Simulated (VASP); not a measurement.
# AlN (P6_3mc) in VASP: a series of runs

Runs on AlN. Level: LDA. Tasks: single point.

Everything below comes from runs of VASP 6.6.1. Logs are shortened: lines on timing, memory, paths and dates and some standing lists are left out, and cuts for length are marked.

### 1 The cell of the first run

Symmetry: P6_3mc, No. 186, hexagonal system. The conventional cell has a = 3.071 Å, b = 3.071 Å, c = 4.914 Å, α = 90.00°, β = 90.00°, γ = 120.00°. Al (site symmetry 3m) has 4 N at 1.87 Å within 2.5 Å. N (site symmetry 3m) has 4 Al at 1.87 Å within 2.5 Å.

### 2 Single point, LDA

File INCAR:

```
PREC = Accurate
ENCUT = 600
EDIFF = 1E-6
ISMEAR = 0
SIGMA = 0.01
LREAL = False
LASPH = True
NELM = 120
ALGO = Normal
ISIF = 2
LWAVE = False
LCHARG = False
GGA = CA
NBANDS = 16
GGA_COMPAT = False
```

File KPOINTS:

```
regular mesh
0
Gamma
  7 7 4
```

File POSCAR:

```
AlN
1.0
    3.0709272750      0.0000000000      0.0000000000
   -1.5354636375      2.6595010313      0.0000000000
    0.0000000000      0.0000000000      4.9136809369
Al N
2 2
Direct
    0.3333333333      0.6666666667      0.0000000000
    0.6666666667      0.3333333333      0.5000000000
    0.3333333333      0.6666666667      0.3800000000
    0.6666666667      0.3333333333      0.8800000000
```

Potentials or basis: VASP PAW LDA potentials, release 64 (Al, N).

The run is started by

```bash
$ cat potpaw_LDA.64/Al/POTCAR potpaw_LDA.64/N/POTCAR > POTCAR
$ mpirun -np 1 vasp_std > vasp.out
```

OUTCAR:

```text
PREC = Accurate
   ENCUT = 600
   EDIFF = 1E-6
   ISMEAR = 0
   LREAL = False
   LASPH = True
   NELM = 120
   ISIF = 2
   GGA = CA

 ion  position               nearest neighbor table
   1  0.333  0.667  0.000-   3 1.87   4 1.87   4 1.87   4 1.87   2 3.03   2 3.03   2 3.03   2 3.03
                             2 3.03   2 3.03
   2  0.667  0.333  0.500-   4 1.87   3 1.87   3 1.87   3 1.87   1 3.03   1 3.03   1 3.03   1 3.03
                             1 3.03   1 3.03
   3  0.333  0.667  0.380-   1 1.87   2 1.87   2 1.87   2 1.87
   4  0.667  0.333  0.880-   2 1.87   1 1.87   1 1.87   1 1.87

  LATTYP: Found a hexagonal cell.
 ALAT       =     3.0709272750
 C/A-ratio  =     1.6000642467

  Lattice vectors:

 A1 = (   3.0709272750,   0.0000000000,   0.0000000000)
 A2 = (  -1.5354636375,   2.6595010313,   0.0000000000)
 A3 = (   0.0000000000,   0.0000000000,   4.9136809369)

Analysis of symmetry for initial positions (statically):
=====================================================================
 Subroutine PRICEL returns:
 Original cell was already a primitive cell.

 Routine SETGRP: Setting up the symmetry group for a
 hexagonal supercell.

 Subroutine GETGRP returns: Found 12 space group operations
 (whereof  6 operations were pure point group operations)
 out of a pool of 24 trial point group operations.

The static configuration has the point symmetry C_3v.
 The point group associated with its full space group is C_6v.

Analysis of symmetry for dynamics (positions and initial velocities):
=====================================================================
 Subroutine PRICEL returns:
 Original cell was already a primitive cell.

 Routine SETGRP: Setting up the symmetry group for a
 hexagonal supercell.

 Subroutine GETGRP returns: Found 12 space group operations
 (whereof  6 operations were pure point group operations)
 out of a pool of 24 trial point group operations.

The dynamic configuration has the point symmetry C_3v.
 The point group associated with its full space group is C_6v.

 Subroutine INISYM returns: Found 12 space group operations
 (whereof  6 operations are pure point group operations),
 and found     1 'primitive' translations

----------------------------------------------------------------------------------------

                                     Primitive cell

  volume of cell :      40.1307
[... 92 lines left out ...]
   EDIFF  = 0.1E-05   stopping-criterion for ELM
   LREAL  =      F    real-space projection
   EDIFFG = 0.1E-04   stopping-criterion for IOM
   NSW    =      0    number of steps for IOM
   IBRION =     -1    ionic relax: 0-MD 1-quasi-New 2-CG
   NFREE  =      0    steps in history (QN), initial steepest desc. (CG)
   ISIF   =      2    stress and relaxation
   ISYM   =      2    0-nonsym 1-usesym 2-fastsym
   POTIM  = 0.5000    time-step for ionic-motion
   TEBEG  =    0.0;   TEEND  =   0.0 temperature during run
   PSTRESS=    0.0 pullay stress
   NELECT =      16.0000    total number of electrons
   NUPDOWN=      -1.0000    fix difference up-down
   EMIN   =  10.00;   EMAX   =-10.00  energy-range for DOS
   EFERMI =   0.00;   METHOD = LEGACY
   ISMEAR =     0;   SIGMA  =   0.01  broadening in eV -4-tet -1-fermi 0-gaus
   EFERMI_NEDOS =   21; number of points for ismear=-14 and -15
   IALGO  =     38    algorithm
   IMIX   =      4    mixing-type and parameters
     AMIX     =   0.40;   BMIX     =  1.00
     AMIX_MAG =   1.60;   BMIX_MAG =  1.00
  volume/ion in A,a.u.               =      10.03        67.70
  Fermi-wavevector in a.u.,A,eV,Ry     =   1.204914  2.276957 19.753170  1.451817
  Thomas-Fermi vector in A             =   2.340625
   LORBIT       =      0    0 simple, 1 ext, 2 COOP (PROOUT), +10 PAW based schemes
   GGA     = CA    functional components
   LHFCALC =     F    Hartree Fock is set to
   AEXX    =    0.0000 exact exchange contribution
   IVDW    =     0    specifies the selected vdW correction
   LEPSILON=     F    determine dielectric tensor
   LRPA    =     F    only Hartree local field effects (RPA)
 non-spin polarized calculation
 Gauss-broadening in eV      SIGMA  =   0.01
  energy-cutoff  :      600.00
  volume of cell :       40.13
 maximum number of plane-waves:      1348
 NGX is ok and might be reduce to    28
   NGX = 13   NGY = 13   NGZ = 19

 number of electron      15.9999999 magnetization

 Free energy of the ion-electron system (eV)
  ---------------------------------------------------
  ext. energy  EPLUGINS =         0.00000000
  ---------------------------------------------------
  free energy    TOTEN  =       -32.82863588 eV

  energy without entropy =      -32.82863588  energy(sigma->0) =      -32.82863588

 E-fermi :   6.3409     XC(G=0): -11.4205

 val. band max:        6.2576993205   @ k =   0.0000   0.0000   0.0000
 cond. band min:      10.8684038551   @ k =   0.0000   0.0000   0.0000
 fundamental gap:      4.6107045346
 Fermi energy:         6.3408889124

 k-point     1 :       0.0000    0.0000    0.0000
  band No.  band energies     occupation
      1      -8.9939      2.00000
      2      -6.6406      2.00000
      3       0.0439      2.00000
      4       5.4038      2.00000
      5       5.4038      2.00000
      6       6.0693      2.00000
[... 433 lines left out ...]
      3       1.1500      2.00000
      4       1.1500      2.00000
      5       2.6442      2.00000
      6       2.6442      2.00000
[... 8 lines left out ...]
     15      19.8977      0.00000
     16      19.8977      0.00000

------------------------ aborting loop because EDIFF is reached ----------------------------------------

  FORCE on cell =-STRESS in cart. coord.  units (eV):
  Direction    XX          YY          ZZ          XY          YZ          ZX
  --------------------------------------------------------------------------------------
  -------------------------------------------------------------------------------------
  Total        0.9974792      0.9974792      1.3626724      0.0000000      0.0000000     -0.0000000
  in kB       39.8233482     39.8233481     54.4033178      0.0000000      0.0000000     -0.0000000
  external PRESSURE =      44.6833381 kB  Pullay stress =       0.0000000 kB

 VOLUME and BASIS-vectors are now :
 -----------------------------------------------------------------------------
  energy-cutoff  :      600.00
  volume of cell :       40.13
      direct lattice vectors                 reciprocal lattice vectors
     3.070927275  0.000000000  0.000000000     0.325634543  0.188005191  0.000000000
    -1.535463637  2.659501031  0.000000000     0.000000000  0.376010382  0.000000000
     0.000000000  0.000000000  4.913680937     0.000000000  0.000000000  0.203513418

 POSITION                                       TOTAL-FORCE (eV/Angst)
 -----------------------------------------------------------------------------------
     -0.00000      1.77300      0.00000        -0.000000      0.000000     -0.151837
      1.53546      0.88650      2.45684        -0.000000      0.000000     -0.151837
     -0.00000      1.77300      1.86720         0.000000      0.000000      0.151837
      1.53546      0.88650      4.32404        -0.000000     -0.000000      0.151837
 -----------------------------------------------------------------------------------
    total drift:                               -0.000000      0.000000      0.000045

  FREE ENERGIE OF THE ION-ELECTRON SYSTEM (eV)
  ---------------------------------------------------
  free  energy   TOTEN  =       -32.8286358751 eV

  energy  without entropy=      -32.8286358751  energy(sigma->0) =      -32.82863588
```

stdout:

```text
POSCAR found type information on POSCAR AlN
 POSCAR found :  2 types and       4 ions
 scaLAPACK will be used
 LDA part: xc-table for (Slater(with rela. corr.)+CA(PZ))
 , standard interpolation
 POSCAR, INCAR and KPOINTS ok, starting setup
 FFT: planning ... GRIDC
 FFT: planning ... GRID_SOFT
 FFT: planning ... GRID
 WAVECAR not read
 entering main loop
```

It took 20 s on 1 thread of AMD EPYC 7R43 (Zen 3), shared host; peak memory 0.11 GiB.

Results:

```
Free energy            : -32.8286 eV
Pressure               : 4.5 GPa
Largest force          : 0.152 eV/Å
Band gap on the k mesh : 4.61 eV, direct
```

Forces in eV/Å, atoms in the order of the input:
```
Al   0.000  0.000 -0.152
Al   0.000  0.000 -0.152
N    0.000  0.000  0.152
N    0.000  0.000  0.152
```

Stress tensor (GPa, compression positive):
```
3.98 0.00 0.00
0.00 3.98 0.00
0.00 0.00 5.44
```

Levels at points of the mesh, in eV from the valence-band top:
```
           k point  band 5  band 6  band 7  band 8  band 9  band 10  band 11  band 12
(0.00, 0.00, 0.00)   -0.85   -0.19   -0.19    0.00    4.61     6.91    10.81    11.26
(0.00, 0.00, 0.50)   -0.53   -0.53   -0.53   -0.53    6.78     6.78    10.49    10.49
```

LDA gaps usually lie below the measured ones, often by a third to a half.

### 3 Single point, LDA

This run uses another cell than the first one, of 10.45 Å³/atom, 1.042 times its volume.

File INCAR:

```
SYSTEM = AlN
  PREC = Accurate
  ENCUT = 600
  EDIFF = 1E-6
  ISMEAR = 0
  SIGMA = 0.01
  LREAL = .False.
  LASPH = .True.
  NELM = 120
  ALGO = Normal
  ISIF = 2
  LWAVE = .False.
  LCHARG = .False.
  GGA = CA
  NBANDS = 16
  GGA_COMPAT = .False.
```

File KPOINTS:

```
regular mesh
0
Gamma
  7 7 4
  0 0 0
```

File POSCAR:

```
AlN
1.0
    3.1130000000      0.0000000000      0.0000000000
   -1.5565000000      2.6959370800      0.0000000000
    0.0000000000      0.0000000000      4.9810000000
Al N
2 2
Direct
    0.3333333333      0.6666666667      0.0000000000
    0.6666666667      0.3333333333      0.5000000000
    0.3333333333      0.6666666667      0.3800000000
    0.6666666667      0.3333333333      0.8800000000
```

Potentials or basis: VASP PAW LDA potentials, release 64 (Al, N).

The run is started by

```bash
$ cat potpaw_LDA.64/Al/POTCAR potpaw_LDA.64/N/POTCAR > POTCAR
$ mpirun -np 1 vasp_std > vasp.out
```

Run time: 16 s. Hardware: 1 thread of AMD EPYC 7R43 (Zen 3), shared host; peak memory 0.12 GiB.

The run converged. Its results:

```yaml
Free_energy: -32.8306 eV
Pressure: -4.2 GPa
Largest_force: 0.120 eV/Å
Band_gap_on_the_k_mesh: 4.25 eV, direct
```

Forces on the atoms (eV/Å):
```
Al   0.000  0.000 -0.120
Al   0.000  0.000 -0.120
N    0.000  0.000  0.120
N    0.000  0.000  0.120
```

Stress tensor (GPa, compression positive):
```
-4.77  0.00  0.00
 0.00 -4.77  0.00
 0.00  0.00 -3.07
```

Levels at points of the mesh, in eV from the valence-band top:
```tsv
k point	band 5	band 6	band 7	band 8	band 9	band 10	band 11	band 12
(0.00, 0.00, 0.00)	-0.84	-0.18	-0.18	0.00	4.25	6.55	10.48	10.96
(0.00, 0.00, 0.50)	-0.52	-0.52	-0.52	-0.52	6.42	6.42	10.16	10.16
```
